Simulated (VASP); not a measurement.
Set up this calculation in VASP 6.6.1, as the native input.

```yaml
Task: single point
Functional: LDA
Potentials_or_basis: VASP PAW LDA potentials, release 64 (Ta_pv, N)
Cutoff: 520 eV
k_mesh: 4 × 4 × 7
Occupations: gaussian, width 0.05 eV
Spin: collinear spin
Starting_moments: "[2.0, 2.0, 2.0, 0.0, 0.0, 0.0] μB"
Hubbard_terms: Ta d U = 4.0 eV
Dipole_correction: no
Further_INCAR_settings: ALGO = Normal; EDIFF = 1e-07; NBANDS = 37
```

The structure of TaN lies in POSCAR:

```
TaN
1.0
    5.1850002000      0.0000000000      0.0000000000
   -2.5925001000      4.4903418900      0.0000000000
    0.0000000000      0.0000000000      2.9080005300
Ta N
3 3
Direct
    0.0000000000      0.0000000000      0.0000000000
    0.3333333333      0.6666666667      0.5000000000
    0.6666666667      0.3333333333      0.5000000000
    0.5000000000      0.0000000000      0.0000000000
    0.5000000000      0.5000000000      0.0000000000
    0.0000000000      0.5000000000      0.0000000000
```

The input as run:

INCAR

```
SYSTEM = TaN
ALGO = Normal
EDIFF = 1E-7
ENCUT = 520
ISIF = 2
ISMEAR = 0
ISPIN = 2
LASPH = .TRUE.
LCHARG = .FALSE.
LDAU = .TRUE.
LDAUJ = 0 0
LDAUL = 2 -1
LDAUPRINT = 1
LDAUTYPE = 2
LDAUU = 4 0
LMAXMIX = 4
LORBIT = 11
LREAL = .FALSE.
LWAVE = .FALSE.
MAGMOM = 2 2 2 0 0 0
NBANDS = 37
NELM = 150
PREC = Accurate
SIGMA = 0.05
```

KPOINTS

```
k-points
0
G
  4 4 7
  0 0 0
```

Potentials or basis: VASP PAW LDA potentials, release 64 (Ta_pv, N).

The run is started by

```sh
$ cat potpaw_LDA.64/Ta_pv/POTCAR potpaw_LDA.64/N/POTCAR > POTCAR
$ mpirun -np 1 vasp_std > vasp.out
```

It gave:

| Item | Value |
| --- | --- |
| Pressure | 9.0 GPa |
| Band gap on the k mesh | zero (filled and empty bands overlap) |
| Net moment | 0.00 μB per cell |
| Valence electrons inside the program's atomic spheres | Ta 8.55, 8.97 (each value once); N 3.80 |

Caveat: the cell stands under pressure; spin-orbit coupling is left out, which moves the levels of the heavy elements.

Run time: 42 s on 1 thread of Intel(R) Xeon(R) Platinum 8488C (Sapphire Rapids), on a shared host, peak memory 0.21 GiB.
